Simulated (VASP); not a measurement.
# Ba4YW (P4/mmm) in VASP: notebook

The runs below take Ba4YW through single point, relaxation of cell and atoms, with PBE.

Everything below comes from runs of VASP 6.6.1. Logs are shortened: lines on timing, memory, paths and dates and some standing lists are left out, and cuts for length are marked.

## 1. The cell of the first run

The structure is tetragonal, space group P4/mmm (No. 123). The conventional cell has a = 5.502 Å, b = 5.502 Å, c = 9.471 Å, α = 90.00°, β = 90.00°, γ = 90.00°. Within 4.4 Å of Ba (site symmetry 2mm) lie 2 W at 3.31 Å and 5 Ba at 3.68 to 3.89 Å and 2 Y at 3.99 Å. Y (site symmetry 4/mmm) has 8 Ba at 3.99 Å within 5.2 Å. Within 4.4 Å of W (site symmetry 4/mmm) lie 8 Ba at 3.31 Å.

The cell was generated, and may not be a known phase.

## 2. Single point, PBE

Input file INCAR:

```
PREC = Accurate
ENCUT = 520
EDIFF = 1E-6
ISMEAR = 0
SIGMA = 0.1
LREAL = False
LASPH = True
NELM = 100
ALGO = Fast
ISIF = 2
LWAVE = False
LCHARG = False
GGA = PE
NBANDS = 42
```

Input file KPOINTS:

```
regular mesh
0
Gamma
  4 4 2
```

Input file POSCAR:

```
Ba4YW
1.0
    5.5018743588      0.0000000000      0.0000000000
    0.0000000000      5.5018743588      0.0000000000
    0.0000000000      0.0000000000      9.4713224299
Ba Y W
4 1 1
Direct
    0.5000000000      0.0000000000      0.8054739330
    0.0000000000      0.5000000000      0.1945260670
    0.5000000000      0.0000000000      0.1945260670
    0.0000000000      0.5000000000      0.8054739330
    0.5000000000      0.5000000000      0.5000000000
    0.0000000000      0.0000000000      0.0000000000
```

Potentials or basis: VASP PAW PBE potentials, release 64 (Ba_sv, Y_sv, W_sv).

Launch:

```bash
> cat potpaw_PBE.64/Ba_sv/POTCAR potpaw_PBE.64/Y_sv/POTCAR potpaw_PBE.64/W_sv/POTCAR > POTCAR
> mpirun -np 1 vasp_std > vasp.out
```

OUTCAR:

```text
PREC = Accurate
   ENCUT = 520
   EDIFF = 1E-6
   ISMEAR = 0
   LREAL = False
   LASPH = True
   NELM = 100
   ISIF = 2
   GGA = PE

 ion  position               nearest neighbor table
   1  0.500  0.000  0.805-   6 3.31   6 3.31   3 3.68   4 3.89   4 3.89   4 3.89   4 3.89   5 3.99
                             5 3.99
   2  0.000  0.500  0.195-   6 3.31   6 3.31   4 3.68   3 3.89   3 3.89   3 3.89   3 3.89   5 3.99
                             5 3.99
   3  0.500  0.000  0.195-   6 3.31   6 3.31   1 3.68   2 3.89   2 3.89   2 3.89   2 3.89   5 3.99
                             5 3.99
   4  0.000  0.500  0.805-   6 3.31   6 3.31   2 3.68   1 3.89   1 3.89   1 3.89   1 3.89   5 3.99
                             5 3.99
   5  0.500  0.500  0.500-   1 3.99   2 3.99   3 3.99   4 3.99   1 3.99   3 3.99   2 3.99   4 3.99

   6  0.000  0.000  0.000-   1 3.31   2 3.31   3 3.31   4 3.31   2 3.31   4 3.31   1 3.31   3 3.31

  LATTYP: Found a simple tetragonal cell.
 ALAT       =     5.5018743588
 C/A-ratio  =     1.7214719589

  Lattice vectors:

 A1 = (   5.5018743588,   0.0000000000,   0.0000000000)
 A2 = (   0.0000000000,   5.5018743588,   0.0000000000)
 A3 = (   0.0000000000,   0.0000000000,   9.4713224299)

Analysis of symmetry for initial positions (statically):
=====================================================================
 Subroutine PRICEL returns:
 Original cell was already a primitive cell.

 Routine SETGRP: Setting up the symmetry group for a
 simple tetragonal supercell.

 Subroutine GETGRP returns: Found 16 space group operations
 (whereof 16 operations were pure point group operations)
 out of a pool of 16 trial point group operations.

The static configuration has the point symmetry D_4h.

Analysis of symmetry for dynamics (positions and initial velocities):
=====================================================================
 Subroutine PRICEL returns:
 Original cell was already a primitive cell.

 Routine SETGRP: Setting up the symmetry group for a
 simple tetragonal supercell.

 Subroutine GETGRP returns: Found 16 space group operations
 (whereof 16 operations were pure point group operations)
 out of a pool of 16 trial point group operations.

The dynamic configuration has the point symmetry D_4h.

 Subroutine INISYM returns: Found 16 space group operations
 (whereof 16 operations are pure point group operations),
 and found     1 'primitive' translations

----------------------------------------------------------------------------------------

                                     Primitive cell

  volume of cell :     286.7028

  direct lattice vectors                    reciprocal lattice vectors
     5.501874359  0.000000000  0.000000000     0.181756241  0.000000000  0.000000000
     0.000000000  5.501874359  0.000000000     0.000000000  0.181756241  0.000000000
     0.000000000  0.000000000  9.471322430     0.000000000  0.000000000  0.105581877

  length of vectors
     5.501874359  5.501874359  9.471322430     0.181756241  0.181756241  0.105581877

  position of ions in fractional coordinates (direct lattice)
     0.500000000  0.000000000  0.805473933
     0.000000000  0.500000000  0.194526067
     0.500000000  0.000000000  0.194526067
     0.000000000  0.500000000  0.805473933
     0.500000000  0.500000000  0.500000000
     0.000000000  0.000000000  0.000000000

  ion indices of the primitive-cell ions
   primitive index   ion index
                 1           1
                 2           2
                 3           3
                 4           4
                 5           5
                 6           6

----------------------------------------------------------------------------------------

 KPOINTS: regular mesh

Automatic generation of k-mesh.
 Grid dimensions read from file:
 generate k-points for:    4    4    2

 Generating k-lattice:

  Cartesian coordinates                     Fractional coordinates (reciprocal lattice)
     0.045439060  0.000000000  0.000000000     0.250000000  0.000000000  0.000000000
     0.000000000  0.045439060  0.000000000     0.000000000  0.250000000  0.000000000
     0.000000000  0.000000000  0.052790939     0.000000000  0.000000000  0.500000000

  Length of vectors
     0.045439060  0.045439060  0.052790939

  Shift w.r.t. Gamma in fractional coordinates (k-lattice)
     0.000000000  0.000000000  0.000000000

 Subroutine IBZKPT returns following result:
 ===========================================

 Found     12 irreducible k-points:

 Following reciprocal coordinates:
            Coordinates               Weight
  0.000000  0.000000  0.000000      1.000000
  0.250000  0.000000  0.000000      4.000000
  0.500000  0.000000  0.000000      2.000000
  0.250000  0.250000  0.000000      4.000000
  0.500000  0.250000  0.000000      4.000000
  0.500000  0.500000  0.000000      1.000000
  0.000000  0.000000  0.500000      1.000000
  0.250000  0.000000  0.500000      4.000000
  0.500000  0.000000  0.500000      2.000000
  0.250000  0.250000  0.500000      4.000000
  0.500000  0.250000  0.500000      4.000000
  0.500000  0.500000  0.500000      1.000000
   k-points           NKPTS =     12   k-points in BZ     NKDIM =     12   number of bands    NBANDS=     42
   number of dos      NEDOS =    301   number of ions     NIONS =      6
   total plane-waves  NPLWV = 123480
   dimension x,y,z NGX =    42 NGY =   42 NGZ =   70
   dimension x,y,z NGXF=    84 NGYF=   84 NGZF=  140
   ions per type =               4   1   1
   NGX,Y,Z   is equivalent  to a cutoff of  12.69, 12.69, 12.29 a.u.
   NGXF,Y,Z  is equivalent  to a cutoff of  25.38, 25.38, 24.57 a.u.
 SYSTEM =  unknown system
   PREC   = accura    normal or accurate (medium, high low for compatibility)
   ISTART =      0    job   : 0-new  1-cont  2-samecut
   ICHARG =      2    charge: 1-file 2-atom 10-const
   ISPIN  =      1    spin polarized calculation?
   LNONCOLLINEAR =      F non collinear calculations
   LSORBIT =      F    spin-orbit coupling
   LASPH  =      T    aspherical Exc in radial PAW
   ENCUT  =  520.0 eV  38.22 Ry    6.18 a.u.  10.23 10.23 17.61*2*pi/ulx,y,z
   NELM   =    100;   NELMIN=  2; NELMDL= -5     # of ELM steps
   EDIFF  = 0.1E-05   stopping-criterion for ELM
   LREAL  =      F    real-space projection
   EDIFFG = 0.1E-04   stopping-criterion for IOM
   NSW    =      0    number of steps for IOM
   IBRION =     -1    ionic relax: 0-MD 1-quasi-New 2-CG
   NFREE  =      0    steps in history (QN), initial steepest desc. (CG)
   ISIF   =      2    stress and relaxation
   ISYM   =      2    0-nonsym 1-usesym 2-fastsym
   POTIM  = 0.5000    time-step for ionic-motion
   TEBEG  =    0.0;   TEEND  =   0.0 temperature during run
   PSTRESS=    0.0 pullay stress
   NELECT =      65.0000    total number of electrons
   NUPDOWN=      -1.0000    fix difference up-down
   EMIN   =  10.00;   EMAX   =-10.00  energy-range for DOS
   EFERMI =   0.00;   METHOD = LEGACY
   ISMEAR =     0;   SIGMA  =   0.10  broadening in eV -4-tet -1-fermi 0-gaus
   EFERMI_NEDOS =   21; number of points for ismear=-14 and -15
   IALGO  =     68    algorithm
   IMIX   =      4    mixing-type and parameters
     AMIX     =   0.40;   BMIX     =  1.00
     AMIX_MAG =   1.60;   BMIX_MAG =  1.00
  volume/ion in A,a.u.               =      47.78       322.46
  Fermi-wavevector in a.u.,A,eV,Ry     =   0.998241  1.886401 13.557996  0.996485
  Thomas-Fermi vector in A             =   2.130451
   LORBIT       =      0    0 simple, 1 ext, 2 COOP (PROOUT), +10 PAW based schemes
   GGA     = PE    functional components
   LHFCALC =     F    Hartree Fock is set to
   AEXX    =    0.0000 exact exchange contribution
   IVDW    =     0    specifies the selected vdW correction
   LEPSILON=     F    determine dielectric tensor
   LRPA    =     F    only Hartree local field effects (RPA)
 non-spin polarized calculation
 RMM-DIIS sequential band-by-band and
 Gauss-broadening in eV      SIGMA  =   0.10
  energy-cutoff  :      520.00
  volume of cell :      286.70
 maximum number of plane-waves:      7776
 NGX is ok and might be reduce to    42
   NGX = 21   NGY = 21   NGZ = 35

 number of electron      65.0000005 magnetization

 Free energy of the ion-electron system (eV)
  ---------------------------------------------------
  ext. energy  EPLUGINS =         0.00000000
  ---------------------------------------------------
  free energy    TOTEN  =       -20.29535833 eV

  energy without entropy =      -20.20756837  energy(sigma->0) =      -20.25146335

 E-fermi :   2.0414     XC(G=0):  -8.0939

 val. band max:        2.0397878748   @ k =   0.2500   0.0000   0.0000
 cond. band min:       2.0468170844   @ k =   0.2500   0.0000   0.0000
 fundamental gap:      0.0070292095
 Fermi energy:         2.0413978820

 k-point     1 :       0.0000    0.0000    0.0000
  band No.  band energies     occupation
      1     -71.0724      2.00000
      2     -42.2153      2.00000
      3     -35.3052      2.00000
      4     -35.3052      2.00000
      5     -35.2926      2.00000
      6     -26.0127      2.00000
[... 34 lines left out ...]
     41       4.7242      0.00000
     42       4.7888      0.00000

 k-point     2 :       0.2500    0.0000    0.0000
  band No.  band energies     occupation
      1     -71.0724      2.00000
      2     -42.2153      2.00000
      3     -35.3056      2.00000
      4     -35.3052      2.00000
      5     -35.2925      2.00000
      6     -25.9902      2.00000
[... 34 lines left out ...]
     41       3.6841      0.00000
     42       4.1437      0.00000

 k-point     3 :       0.5000    0.0000    0.0000
  band No.  band energies     occupation
      1     -71.0724      2.00000
      2     -42.2153      2.00000
      3     -35.3060      2.00000
      4     -35.3051      2.00000
      5     -35.2923      2.00000
      6     -25.9393      2.00000
[... 357 lines left out ...]
      4     -35.3055      2.00000
      5     -35.2922      2.00000
      6     -25.9362      2.00000
[... 34 lines left out ...]
     41       4.0532      0.00000
     42       4.2536      0.00000

 k-point    12 :       0.5000    0.5000    0.5000
  band No.  band energies     occupation
      1     -71.0724      2.00000
      2     -42.2152      2.00000
      3     -35.3059      2.00000
      4     -35.3059      2.00000
      5     -35.2921      2.00000
      6     -25.9336      2.00000
[... 34 lines left out ...]
     41       4.0584      0.00000
     42       4.3053      0.00000

------------------------ aborting loop because EDIFF is reached ----------------------------------------

  FORCE on cell =-STRESS in cart. coord.  units (eV):
  Direction    XX          YY          ZZ          XY          YZ          ZX
  --------------------------------------------------------------------------------------
  -------------------------------------------------------------------------------------
  Total        0.5595084      0.5595084      1.1856193      0.0000000      0.0000000     -0.0000000
  in kB        3.1266927      3.1266927      6.6255800      0.0000000      0.0000000     -0.0000000
  external PRESSURE =       4.2929885 kB  Pullay stress =       0.0000000 kB

 VOLUME and BASIS-vectors are now :
 -----------------------------------------------------------------------------
  energy-cutoff  :      520.00
  volume of cell :      286.70
      direct lattice vectors                 reciprocal lattice vectors
     5.501874359  0.000000000  0.000000000     0.181756241  0.000000000  0.000000000
     0.000000000  5.501874359  0.000000000     0.000000000  0.181756241  0.000000000
     0.000000000  0.000000000  9.471322430     0.000000000  0.000000000  0.105581877

 POSITION                                       TOTAL-FORCE (eV/Angst)
 -----------------------------------------------------------------------------------
      2.75094      0.00000      7.62890         0.000000     -0.000000     -0.134954
      0.00000      2.75094      1.84242         0.000000      0.000000      0.134954
      2.75094      0.00000      1.84242        -0.000000      0.000000      0.134954
      0.00000      2.75094      7.62890        -0.000000      0.000000     -0.134954
      2.75094      2.75094      4.73566        -0.000000      0.000000      0.000000
      0.00000      0.00000      0.00000        -0.000000      0.000000      0.000000
 -----------------------------------------------------------------------------------
    total drift:                               -0.000000      0.000000     -0.000000

  FREE ENERGIE OF THE ION-ELECTRON SYSTEM (eV)
  ---------------------------------------------------
  free  energy   TOTEN  =       -20.2953583330 eV

  energy  without entropy=      -20.2075683714  energy(sigma->0) =      -20.25146335
```

Wall time 6.8 min (1 thread of Intel Xeon 6975P-C (Granite Rapids), shared host); peak memory 0.49 GiB.

What came out:

* Free energy: -20.2954 eV
* Pressure: 0.4 GPa
* Largest force: 0.135 eV/Å
* Band gap on the k mesh: zero (an odd number of electrons rules out a gap without spin polarisation)

Forces in eV/Å, atoms in the order of the input:
```
Ba   0.000  0.000 -0.135
Ba   0.000  0.000  0.135
Ba   0.000  0.000  0.135
Ba   0.000  0.000 -0.135
Y    0.000  0.000  0.000
W    0.000  0.000  0.000
```

Stress tensor (GPa, compression positive):
```
0.31 0.00 0.00
0.00 0.31 0.00
0.00 0.00 0.66
```

Caveat: spin-orbit coupling is left out, which moves the levels of the heavy elements.

## 3. Relaxation of cell and atoms, PBE

This run uses another cell than the first one, of 39.44 Å³/atom.

Input file INCAR:

```
ALGO     = Fast           # electronic algorithm
EDIFF    = 1E-6           # SCF threshold, eV
EDIFFG   = -0.04          # ionic threshold
ENCUT    = 600            # plane-wave cutoff, eV
GGA      = PE             # functional
IBRION   = 2              # ionic algorithm
ISIF     = 3              # what is computed and relaxed
ISMEAR   = 0              # smearing method
LASPH    = True           # aspherical terms in the spheres
LCHARG   = False          # write CHGCAR
LREAL    = False          # projectors in reciprocal space
LWAVE    = False          # write WAVECAR
NELM     = 80             # most SCF steps
NSW      = 90             # ionic steps
PREC     = Accurate       # precision mode
SIGMA    = 0.1            # smearing width, eV
```

Input file KPOINTS:

```
k-points
0
Gamma
  4 4 2
```

Input file POSCAR:

```
Ba4YW
1.0
    5.5159870700      0.0000000000      0.0000000000
    0.0000000000      5.5159870700      0.0000000000
    0.0000000000      0.0000000000      7.7782769600
Ba Y W
4 1 1
Direct
    0.5000000000      0.0000000000      0.7490356600
    0.0000000000      0.5000000000      0.2509643400
    0.5000000000      0.0000000000      0.2509643400
    0.0000000000      0.5000000000      0.7490356600
    0.5000000000      0.5000000000      0.5000000000
    0.0000000000      0.0000000000      0.0000000000
```

Potentials or basis: VASP PAW PBE potentials, release 64 (Ba_sv, Y_sv, W_sv).

Launch:

```bash
> cat potpaw_PBE.64/Ba_sv/POTCAR potpaw_PBE.64/Y_sv/POTCAR potpaw_PBE.64/W_sv/POTCAR > POTCAR
> mpirun -np 1 vasp_std > vasp.out
```

Wall time 61 min (1 thread of Intel Xeon 6975P-C (Granite Rapids), shared host); peak memory 0.53 GiB.

It converged, with:

| Quantity | Value |
| --- | --- |
| Free energy | -20.3073 eV |
| Relaxed volume | 48.61 Å³/atom |
| Relaxed cell | a = 5.518 Å, b = 5.518 Å, c = 9.579 Å, α = 90.00°, β = 90.00°, γ = 90.00° |
| Space group after relaxing (to 0.1 Å) | P4/mmm (No. 123) |
| Energy gained by relaxing | 262.7 meV/atom |
| Ionic steps | 14 |
| Pressure after relaxing | 0.0 GPa |
| Largest force after relaxing | 0.011 eV/Å |
| Band gap on the k mesh | zero (an odd number of electrons rules out a gap without spin polarisation) |

Forces on the atoms (eV/Å):
```
Ba   0.000  0.000 -0.011
Ba   0.000  0.000  0.011
Ba   0.000  0.000  0.011
Ba   0.000  0.000 -0.011
Y    0.000  0.000  0.000
W    0.000  0.000  0.000
```

The path:
```csv
step,energy change (eV),largest force (eV/Å),pressure (GPa),volume (Å³)
1,0.0000,0.9654,3.51,236.66
2,-0.6078,0.8687,1.13,267.55
3,-0.8077,0.7055,-0.91,306.63
4,-0.8107,0.7478,-0.52,299.39
5,-0.9668,0.6412,-0.44,297.37
6,-1.2964,0.2339,-0.08,291.24
7,-0.8870,1.4237,2.00,278.73
8,-1.3568,0.0086,0.15,288.69
9,-1.3631,0.1201,0.30,287.55
10,-1.5052,0.1220,0.16,291.19
11,-1.5613,0.1570,0.07,294.12
12,-1.5719,0.0623,-0.09,295.45
13,-1.5734,0.0229,-0.16,296.07
14,-1.5764,0.0115,0.04,291.69
```

Final structure:
```cif
data_structure
_symmetry_space_group_name_H-M 'P 1'
_symmetry_Int_Tables_number 1
_cell_length_a 5.5182
_cell_length_b 5.5182
_cell_length_c 9.5792
_cell_angle_alpha 90.000
_cell_angle_beta 90.000
_cell_angle_gamma 90.000
_cell_volume 291.69
loop_
_atom_site_label
_atom_site_type_symbol
_atom_site_fract_x
_atom_site_fract_y
_atom_site_fract_z
_atom_site_occupancy
Ba1 Ba 0.50000 0.00000 0.80337 1
Ba2 Ba 0.00000 0.50000 0.19663 1
Ba3 Ba 0.50000 0.00000 0.19663 1
Ba4 Ba 0.00000 0.50000 0.80337 1
Y1 Y 0.50000 0.50000 0.50000 1
W1 W 0.00000 0.00000 0.00000 1
```

Levels at points of the mesh, in eV from the Fermi level:
| k point | band 29 | band 30 | band 31 | band 32 | band 33 | band 34 | band 35 | band 36 | band 37 | band 38 |
| --- | --- | --- | --- | --- | --- | --- | --- | --- | --- | --- |
| (0.00, 0.00, 0.00) | -0.78 | -0.54 | -0.49 | -0.19 | -0.04 | -0.04 | 0.32 | 0.32 | 0.45 | 0.65 |
| (0.50, 0.00, 0.00) | -0.43 | -0.25 | -0.15 | -0.04 | 0.07 | 0.19 | 0.38 | 0.42 | 0.50 | 0.51 |
| (0.50, 0.50, 0.00) | -0.45 | -0.45 | -0.31 | -0.23 | -0.16 | 0.37 | 0.42 | 0.42 | 1.07 | 1.16 |
| (0.00, 0.00, 0.50) | -0.69 | -0.32 | -0.32 | -0.13 | -0.07 | -0.07 | 0.07 | 0.07 | 0.11 | 0.59 |
| (0.50, 0.00, 0.50) | -0.38 | -0.35 | -0.31 | -0.28 | 0.04 | 0.07 | 0.40 | 0.58 | 0.63 | 0.64 |
| (0.50, 0.50, 0.50) | -0.71 | -0.42 | -0.42 | -0.30 | -0.15 | 0.06 | 0.63 | 0.63 | 1.17 | 1.20 |

Caveat: the k points lie up to 0.33 Å⁻¹ apart in the final cell, too coarse for converged energies and pressures of a metal; the volume moved by over 15 % at a fixed basis, so the end points are rough; spin-orbit coupling is left out, which moves the levels of the heavy elements.
